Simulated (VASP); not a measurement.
# TaN (P6/mmm) in VASP: a series of runs

The runs below take TaN through single point, with RPBE, revPBE.

Program: VASP 6.6.1. These are calculated values, not measurements. Logs are shortened: lines on timing, memory, paths and dates and some standing lists are left out, and cuts for length are marked.

**1. The cell of the first run**

The structure is hexagonal, space group P6/mmm (No. 191). Conventional cell: a = 5.191 Å, b = 5.191 Å, c = 2.908 Å, α = 90.00°, β = 90.00°, γ = 120.00°. Ta (site symmetry -6m2) has 6 N at 2.09 Å and 5 Ta at 2.91 to 3.00 Å within 3.0 Å. Within 3.4 Å of Ta (site symmetry 6/mmm) lie 6 N at 2.60 Å and 14 Ta at 2.91 to 3.33 Å. Within 3.0 Å of N (site symmetry mmm) lie 6 Ta at 2.09 to 2.60 Å and 6 N at 2.60 to 2.91 Å.

**2. Single point, RPBE**

The input, INCAR:

```
ALGO = Normal ; EDIFF = 1E-6
ENCUT = 700 ; GGA = RP
GGA_COMPAT = False ; ISIF = 2
ISMEAR = -1 ; LASPH = True
LCHARG = False ; LREAL = False
LWAVE = False ; NBANDS = 36
NELM = 120 ; PREC = Accurate
SIGMA = 0.05
```

The input, KPOINTS:

```
k-points
0
Gamma
  6 6 9
```

The input, POSCAR:

```
TaN
1.0
    5.1910000000      0.0000000000      0.0000000000
   -2.5955000000      4.4955378710      0.0000000000
    0.0000000000      0.0000000000      2.9080000000
Ta N
3 3
Direct
    0.6666666667      0.3333333333      0.5000000000
    0.3333333333      0.6666666667      0.5000000000
    0.0000000000      0.0000000000      0.0000000000
    0.0000000000      0.5000000000      0.0000000000
    0.5000000000      0.5000000000      0.0000000000
    0.5000000000      0.0000000000      0.0000000000
```

Potentials or basis: VASP PAW PBE potentials, release 64 (Ta_sv_GW, N).

Command:

```bash
cat potpaw_PBE.64/Ta_sv_GW/POTCAR potpaw_PBE.64/N/POTCAR > POTCAR
mpirun -np 1 vasp_std > vasp.out
```

OUTCAR:

```text
EDIFF = 1E-6
   ENCUT = 700
   GGA = RP
   ISIF = 2
   ISMEAR = -1
   LASPH = True
   LREAL = False
   NELM = 120
   PREC = Accurate

 ion  position               nearest neighbor table
   1  0.667  0.333  0.500-   6 2.09   6 2.09   4 2.09   4 2.09   5 2.09   5 2.09   2 3.00   2 3.00
                             2 3.00
   2  0.333  0.667  0.500-   6 2.09   6 2.09   4 2.09   4 2.09   5 2.09   5 2.09   1 3.00   1 3.00
                             1 3.00
   3  0.000  0.000  0.000-
   4  0.000  0.500  0.000-   1 2.09   2 2.09   1 2.09   2 2.09
   5  0.500  0.500  0.000-   1 2.09   2 2.09   1 2.09   2 2.09
   6  0.500  0.000  0.000-   1 2.09   2 2.09   1 2.09   2 2.09

  LATTYP: Found a hexagonal cell.
 ALAT       =     5.1910000000
 C/A-ratio  =     0.5602003468

  Lattice vectors:

 A1 = (   5.1910000000,   0.0000000000,   0.0000000000)
 A2 = (  -2.5955000000,   4.4955378710,   0.0000000000)
 A3 = (   0.0000000000,   0.0000000000,   2.9080000000)

Analysis of symmetry for initial positions (statically):
=====================================================================
 Subroutine PRICEL returns:
 Original cell was already a primitive cell.

 Routine SETGRP: Setting up the symmetry group for a
 hexagonal supercell.

 Subroutine GETGRP returns: Found 24 space group operations
 (whereof 24 operations were pure point group operations)
 out of a pool of 24 trial point group operations.

The static configuration has the point symmetry D_6h.

Analysis of symmetry for dynamics (positions and initial velocities):
=====================================================================
 Subroutine PRICEL returns:
 Original cell was already a primitive cell.

 Routine SETGRP: Setting up the symmetry group for a
 hexagonal supercell.

 Subroutine GETGRP returns: Found 24 space group operations
 (whereof 24 operations were pure point group operations)
 out of a pool of 24 trial point group operations.

The dynamic configuration has the point symmetry D_6h.

 Subroutine INISYM returns: Found 24 space group operations
 (whereof 24 operations are pure point group operations),
 and found     1 'primitive' translations

----------------------------------------------------------------------------------------

                                     Primitive cell

  volume of cell :      67.8621

  direct lattice vectors                    reciprocal lattice vectors
     5.191000000  0.000000000  0.000000000     0.192641110  0.111221396  0.000000000
    -2.595500000  4.495537871  0.000000000     0.000000000  0.222442793  0.000000000
     0.000000000  0.000000000  2.908000000     0.000000000  0.000000000  0.343878955

  length of vectors
     5.191000000  5.191000000  2.908000000     0.222442793  0.222442793  0.343878955

  position of ions in fractional coordinates (direct lattice)
     0.666666667  0.333333333  0.500000000
     0.333333333  0.666666667  0.500000000
     0.000000000  0.000000000  0.000000000
     1.000000000  0.500000000  0.000000000
     0.500000000  0.500000000  0.000000000
     0.500000000  0.000000000  0.000000000

  ion indices of the primitive-cell ions
   primitive index   ion index
                 1           1
                 2           2
                 3           3
                 4           4
                 5           5
                 6           6

----------------------------------------------------------------------------------------

 KPOINTS: k-points

Automatic generation of k-mesh.
 Grid dimensions read from file:
 generate k-points for:    6    6    9

 Generating k-lattice:

  Cartesian coordinates                     Fractional coordinates (reciprocal lattice)
     0.032106852  0.018536899  0.000000000     0.166666667 -0.000000000  0.000000000
     0.000000000  0.037073799  0.000000000     0.000000000  0.166666667  0.000000000
     0.000000000  0.000000000  0.038208773     0.000000000  0.000000000  0.111111111

  Length of vectors
     0.037073799  0.037073799  0.038208773

  Shift w.r.t. Gamma in fractional coordinates (k-lattice)
     0.000000000  0.000000000  0.000000000

 Subroutine IBZKPT returns following result:
 ===========================================

 Found     35 irreducible k-points:

 Following reciprocal coordinates:
            Coordinates               Weight
  0.000000  0.000000  0.000000      1.000000
  0.166667  0.000000  0.000000      6.000000
  0.333333  0.000000  0.000000      6.000000
  0.500000  0.000000  0.000000      3.000000
  0.166667  0.166667  0.000000      6.000000
  0.333333  0.166667  0.000000     12.000000
[... 16 lines left out ...]
  0.166667  0.000000  0.333333     12.000000
  0.333333  0.000000  0.333333     12.000000
 [... further k-points ...]
   k-points           NKPTS =     35   k-points in BZ     NKDIM =     35   number of bands    NBANDS=     36
   number of dos      NEDOS =    301   number of ions     NIONS =      6
   total plane-waves  NPLWV =  64512
   dimension x,y,z NGX =    48 NGY =   48 NGZ =   28
   dimension x,y,z NGXF=    96 NGYF=   96 NGZF=   56
   ions per type =               3   3
   NGX,Y,Z   is equivalent  to a cutoff of  15.37, 15.37, 16.01 a.u.
   NGXF,Y,Z  is equivalent  to a cutoff of  30.74, 30.74, 32.01 a.u.
 SYSTEM =  unknown system
   PREC   = accura    normal or accurate (medium, high low for compatibility)
   ISTART =      0    job   : 0-new  1-cont  2-samecut
   ICHARG =      2    charge: 1-file 2-atom 10-const
   ISPIN  =      1    spin polarized calculation?
   LNONCOLLINEAR =      F non collinear calculations
   LSORBIT =      F    spin-orbit coupling
   LASPH  =      T    aspherical Exc in radial PAW
   ENCUT  =  700.0 eV  51.45 Ry    7.17 a.u.  11.20 11.20  6.27*2*pi/ulx,y,z
   NELM   =    120;   NELMIN=  2; NELMDL= -5     # of ELM steps
   EDIFF  = 0.1E-05   stopping-criterion for ELM
   LREAL  =      F    real-space projection
   EDIFFG = 0.1E-04   stopping-criterion for IOM
   NSW    =      0    number of steps for IOM
   IBRION =     -1    ionic relax: 0-MD 1-quasi-New 2-CG
   NFREE  =      0    steps in history (QN), initial steepest desc. (CG)
   ISIF   =      2    stress and relaxation
   ISYM   =      2    0-nonsym 1-usesym 2-fastsym
   POTIM  = 0.5000    time-step for ionic-motion
   TEBEG  =    0.0;   TEEND  =   0.0 temperature during run
   PSTRESS=    0.0 pullay stress
   NELECT =      54.0000    total number of electrons
   NUPDOWN=      -1.0000    fix difference up-down
   EMIN   =  10.00;   EMAX   =-10.00  energy-range for DOS
   EFERMI =   0.00;   METHOD = LEGACY
   ISMEAR =    -1;   SIGMA  =   0.05  broadening in eV -4-tet -1-fermi 0-gaus
   EFERMI_NEDOS =   21; number of points for ismear=-14 and -15
   IALGO  =     38    algorithm
   IMIX   =      4    mixing-type and parameters
     AMIX     =   0.40;   BMIX     =  1.00
     AMIX_MAG =   1.60;   BMIX_MAG =  1.00
  volume/ion in A,a.u.               =      11.31        76.33
  Fermi-wavevector in a.u.,A,eV,Ry     =   1.517040  2.866790 31.312592  2.301411
  Thomas-Fermi vector in A             =   2.626349
   LORBIT       =      0    0 simple, 1 ext, 2 COOP (PROOUT), +10 PAW based schemes
   GGA     = RP    functional components
   LHFCALC =     F    Hartree Fock is set to
   AEXX    =    0.0000 exact exchange contribution
   IVDW    =     0    specifies the selected vdW correction
   LEPSILON=     F    determine dielectric tensor
   LRPA    =     F    only Hartree local field effects (RPA)
 non-spin polarized calculation
  energy-cutoff  :      700.00
  volume of cell :       67.86
 maximum number of plane-waves:      2872
 NGX is ok and might be reduce to    48
   NGX = 23   NGY = 23   NGZ = 13

 number of electron      54.0000001 magnetization

 Free energy of the ion-electron system (eV)
  ---------------------------------------------------
  ext. energy  EPLUGINS =         0.00000000
  ---------------------------------------------------
  free energy    TOTEN  =       -69.13340761 eV

  energy without entropy =      -69.12815532  energy(sigma->0) =      -69.13078146

 E-fermi :  12.1685     XC(G=0): -13.2819

 val. band max:       12.1569535363   @ k =   0.1667   0.0000   0.2222
 cond. band min:      12.1757253591   @ k =   0.0000   0.0000   0.2222
 fundamental gap:      0.0187718228
 Fermi energy:        12.1684786847

 k-point     1 :       0.0000    0.0000    0.0000
  band No.  band energies     occupation
      1     -57.0804      2.00000
      2     -57.0332      2.00000
      3     -56.7308      2.00000
      4     -23.9069      2.00000
      5     -23.9069      2.00000
      6     -23.5243      2.00000
[... 28 lines left out ...]
     35      15.5914      0.00000
     36      15.5925      0.00000

 k-point     2 :       0.1667    0.0000    0.0000
  band No.  band energies     occupation
      1     -57.0775      2.00000
      2     -57.0360      2.00000
      3     -56.7310      2.00000
      4     -23.9275      2.00000
      5     -23.8953      2.00000
      6     -23.5050      2.00000
[... 28 lines left out ...]
     35      15.8678      0.00000
     36      15.9147      0.00000

 k-point     3 :       0.3333    0.0000    0.0000
  band No.  band energies     occupation
      1     -57.0702      2.00000
      2     -57.0431      2.00000
      3     -56.7312      2.00000
      4     -23.9628      2.00000
      5     -23.8440      2.00000
      6     -23.5283      2.00000
[... 28 lines left out ...]
     35      15.8382      0.00000
     36      15.9149      0.00000
[... 742 lines left out ...]
 k-point    23 :       0.1667    0.0000    0.3333
  band No.  band energies     occupation
      1     -57.0422      2.00000
      2     -57.0019      2.00000
      3     -56.7032      2.00000
      4     -24.0001      2.00000
      5     -23.8144      2.00000
      6     -23.7978      2.00000
[... 28 lines left out ...]
     35      15.7971      0.00000
     36      16.2253      0.00000

 k-point    24 :       0.3333    0.0000    0.3333
  band No.  band energies     occupation
      1     -57.0352      2.00000
      2     -57.0089      2.00000
      3     -56.7033      2.00000
      4     -23.9788      2.00000
      5     -23.8477      2.00000
      6     -23.8177      2.00000
[... 28 lines left out ...]
     35      16.0649      0.00000
     36      16.7120      0.00000

 [... further k-points ...]

------------------------ aborting loop because EDIFF is reached ----------------------------------------

  FORCE on cell =-STRESS in cart. coord.  units (eV):
  Direction    XX          YY          ZZ          XY          YZ          ZX
  --------------------------------------------------------------------------------------
  -------------------------------------------------------------------------------------
  Total        5.5449239      5.5449239      6.9332190     -0.0000000     -0.0000000      0.0000000
  in kB      130.9118867    130.9118867    163.6885903     -0.0000000     -0.0000000      0.0000000
  external PRESSURE =     141.8374546 kB  Pullay stress =       0.0000000 kB

 VOLUME and BASIS-vectors are now :
 -----------------------------------------------------------------------------
  energy-cutoff  :      700.00
  volume of cell :       67.86
      direct lattice vectors                 reciprocal lattice vectors
     5.191000000  0.000000000  0.000000000     0.192641110  0.111221396  0.000000000
    -2.595500000  4.495537871  0.000000000     0.000000000  0.222442793  0.000000000
     0.000000000  0.000000000  2.908000000     0.000000000  0.000000000  0.343878955

 POSITION                                       TOTAL-FORCE (eV/Angst)
 -----------------------------------------------------------------------------------
      2.59550      1.49851      1.45400         0.000000     -0.000000      0.000000
     -0.00000      2.99703      1.45400        -0.000000      0.000000     -0.000000
      0.00000      0.00000      0.00000        -0.000000      0.000000      0.000000
     -1.29775      2.24777      0.00000        -0.000000      0.000000      0.000000
      1.29775      2.24777      0.00000        -0.000000      0.000000      0.000000
      2.59550      0.00000      0.00000        -0.000000      0.000000      0.000000
 -----------------------------------------------------------------------------------
    total drift:                               -0.000000      0.000000     -0.000000

  FREE ENERGIE OF THE ION-ELECTRON SYSTEM (eV)
  ---------------------------------------------------
  free  energy   TOTEN  =       -69.1334076059 eV

  energy  without entropy=      -69.1281553195  energy(sigma->0) =      -69.13078146
```

Run time: 3.7 min. Hardware: 1 thread of AMD EPYC 7R43 (Zen 3), shared host; peak memory 0.25 GiB.

Results:

```
Free energy            : -69.1334 eV
Pressure               : 14.2 GPa
Band gap on the k mesh : zero (bands 27 and 28 overlap by 2.05 eV)
```

Levels at points of the mesh, in eV from the Fermi level:
```csv
k point,band 24,band 25,band 26,band 27,band 28,band 29,band 30,band 31
"(0.00, 0.00, 0.00)",-2.90,-2.38,-1.91,-1.07,-1.07,0.99,0.99,1.41
"(0.50, 0.00, 0.00)",-3.28,-2.80,-1.56,-0.53,1.51,2.01,2.02,2.42
```

Caveat: the cell stands under pressure; the PAW data sets were made with another functional, which shifts forces and pressure a little; spin-orbit coupling is left out, which moves the levels of the heavy elements.

**3. Single point, revPBE**

The input, INCAR:

```
ALGO = Normal
EDIFF = 1E-6
ENCUT = 700
GGA = RE
GGA_COMPAT = False
ISIF = 2
ISMEAR = -1
LASPH = True
LCHARG = False
LREAL = False
LWAVE = False
NBANDS = 36
NELM = 120
PREC = Accurate
SIGMA = 0.05
```

KPOINTS is that of step 2.

POSCAR is that of step 2.

Potentials or basis: VASP PAW PBE potentials, release 64 (Ta_sv_GW, N).

Command:

```bash
cat potpaw_PBE.64/Ta_sv_GW/POTCAR potpaw_PBE.64/N/POTCAR > POTCAR
mpirun -np 1 vasp_std > vasp.out
```

OUTCAR:

```text
EDIFF = 1E-6
   ENCUT = 700
   GGA = RE
   ISIF = 2
   ISMEAR = -1
   LASPH = True
   LREAL = False
   NELM = 120
   PREC = Accurate

 ion  position               nearest neighbor table
   1  0.667  0.333  0.500-   6 2.09   6 2.09   4 2.09   4 2.09   5 2.09   5 2.09   2 3.00   2 3.00
                             2 3.00
   2  0.333  0.667  0.500-   6 2.09   6 2.09   4 2.09   4 2.09   5 2.09   5 2.09   1 3.00   1 3.00
                             1 3.00
   3  0.000  0.000  0.000-
   4  0.000  0.500  0.000-   1 2.09   2 2.09   1 2.09   2 2.09
   5  0.500  0.500  0.000-   1 2.09   2 2.09   1 2.09   2 2.09
   6  0.500  0.000  0.000-   1 2.09   2 2.09   1 2.09   2 2.09

  LATTYP: Found a hexagonal cell.
 ALAT       =     5.1910000000
 C/A-ratio  =     0.5602003468

  Lattice vectors:

 A1 = (   5.1910000000,   0.0000000000,   0.0000000000)
 A2 = (  -2.5955000000,   4.4955378710,   0.0000000000)
 A3 = (   0.0000000000,   0.0000000000,   2.9080000000)

Analysis of symmetry for initial positions (statically):
=====================================================================
 Subroutine PRICEL returns:
 Original cell was already a primitive cell.
[... 182 lines left out ...]
 fundamental gap:      0.0217012872
 Fermi energy:        12.1358476806

 k-point     1 :       0.0000    0.0000    0.0000
  band No.  band energies     occupation
      1     -57.0960      2.00000
      2     -57.0488      2.00000
      3     -56.7465      2.00000
      4     -23.9265      2.00000
      5     -23.9265      2.00000
      6     -23.5434      2.00000
[... 925 lines left out ...]
     35      16.0318      0.00000
     36      16.6739      0.00000

 [... further k-points ...]

------------------------ aborting loop because EDIFF is reached ----------------------------------------

  FORCE on cell =-STRESS in cart. coord.  units (eV):
  Direction    XX          YY          ZZ          XY          YZ          ZX
  --------------------------------------------------------------------------------------
  -------------------------------------------------------------------------------------
  Total        5.0472757      5.0472757      6.3564759      0.0000000     -0.0000000      0.0000000
  in kB      119.1627512    119.1627512    150.0720785      0.0000000     -0.0000000      0.0000000
  external PRESSURE =     129.4658603 kB  Pullay stress =       0.0000000 kB

 VOLUME and BASIS-vectors are now :
 -----------------------------------------------------------------------------
  energy-cutoff  :      700.00
  volume of cell :       67.86
      direct lattice vectors                 reciprocal lattice vectors
     5.191000000  0.000000000  0.000000000     0.192641110  0.111221396  0.000000000
    -2.595500000  4.495537871  0.000000000     0.000000000  0.222442793  0.000000000
     0.000000000  0.000000000  2.908000000     0.000000000  0.000000000  0.343878955

 POSITION                                       TOTAL-FORCE (eV/Angst)
 -----------------------------------------------------------------------------------
      2.59550      1.49851      1.45400        -0.000000      0.000000      0.000000
     -0.00000      2.99703      1.45400         0.000000      0.000000      0.000000
      0.00000      0.00000      0.00000         0.000000     -0.000000      0.000000
     -1.29775      2.24777      0.00000         0.000000     -0.000000      0.000000
      1.29775      2.24777      0.00000         0.000000     -0.000000      0.000000
      2.59550      0.00000      0.00000         0.000000     -0.000000      0.000000
 -----------------------------------------------------------------------------------
    total drift:                               -0.000000      0.000000     -0.000000

  FREE ENERGIE OF THE ION-ELECTRON SYSTEM (eV)
  ---------------------------------------------------
  free  energy   TOTEN  =       -69.7284311940 eV

  energy  without entropy=      -69.7231418023  energy(sigma->0) =      -69.72578650
```

It took 2.6 min on 1 thread of Intel Xeon Platinum 8375C at 2.90GHz (Ice Lake), shared host; peak memory 0.31 GiB.

Results:

| Quantity | Value |
| --- | --- |
| Free energy | -69.7284 eV |
| Pressure | 12.9 GPa |
| Band gap on the k mesh | zero (bands 27 and 28 overlap by 2.05 eV) |

Stress tensor (GPa, compression positive):
```
11.92  0.00  0.00
 0.00 11.92  0.00
 0.00  0.00 15.01
```

Levels at points of the mesh, in eV from the Fermi level:
```tsv
k point	band 25	band 26	band 27	band 28	band 29	band 30
(0.00, 0.00, 0.00)	-2.38	-1.91	-1.08	-1.08	0.99	0.99
(0.50, 0.00, 0.00)	-2.79	-1.56	-0.53	1.51	2.01	2.02
```

Caveat: the cell stands under pressure; the PAW data sets were made with another functional, which shifts forces and pressure a little; spin-orbit coupling is left out, which moves the levels of the heavy elements.

The gap in the log of VASP goes by the Fermi energy; the results here count the filled bands.